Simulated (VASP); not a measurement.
## CO2: single point with PBEsol

The system is CO2.

```
O C
1.0
    -1.97473    1.97473    2.89350
     1.97473   -1.97473    2.89350
     1.97473    1.97473   -2.89350
O C
4 2
Cartesian
  1.3223 0.9874 3.6169
  0.6525 0.9874 0.7234
  2.9621 0.6525 -0.7234
  -0.9874 1.3223 2.1701
  0.0000 0.0000 0.0000
  0.0000 1.9747 1.4467
```

| Item | Value |
| --- | --- |
| Program | VASP 6.6.1 |
| Task | single point |
| Functional | PBEsol |
| Potentials or basis | VASP PAW PBE potentials, release 64 (O, C) |
| Cutoff | 520 eV |
| k mesh | 8 × 8 × 8 |
| Occupations | fermi-dirac, width 0.05 eV |
| Spin | no spin polarisation |
| Dipole correction | no |
| Further INCAR settings | ALGO = Normal; EDIFF = 1e-06; NBANDS = 25 |

```
Pressure               : 5.6 GPa
Largest force          : 0.256 eV/Å
Band gap on the k mesh : 7.57 eV, indirect (least direct gap 7.97 eV)
```

Forces on the atoms (eV/Å):
```
O   -0.256  0.000  0.000
O    0.256  0.000  0.000
O    0.000  0.256  0.000
O    0.000 -0.256  0.000
C    0.000  0.000  0.000
C    0.000  0.000  0.000
```

Stress tensor (GPa, compression positive):
```
4.34 0.00 0.00
0.00 4.34 0.00
0.00 0.00 8.07
```

Levels at points of the mesh, in eV from the valence-band top:
```csv
k point,band 14,band 15,band 16,band 17,band 18,band 19
"(0.00, 0.00, 0.00)",-0.98,-0.98,-0.40,7.57,9.65,9.65
"(0.50, 0.00, 0.00)",-1.51,-0.51,0.00,8.52,9.50,10.06
"(0.50, 0.50, 0.00)",-0.75,-0.55,-0.55,9.20,9.20,10.06
"(0.50, 0.50, 0.50)",-2.94,-0.06,-0.06,9.15,9.15,10.89
```

It took 110 s on 1 thread of AMD EPYC 7R13, on a shared host, peak memory 0.16 GiB.

Caveat: the PAW data sets were made with another functional, which shifts forces and pressure a little. A k mesh can miss the band edges.
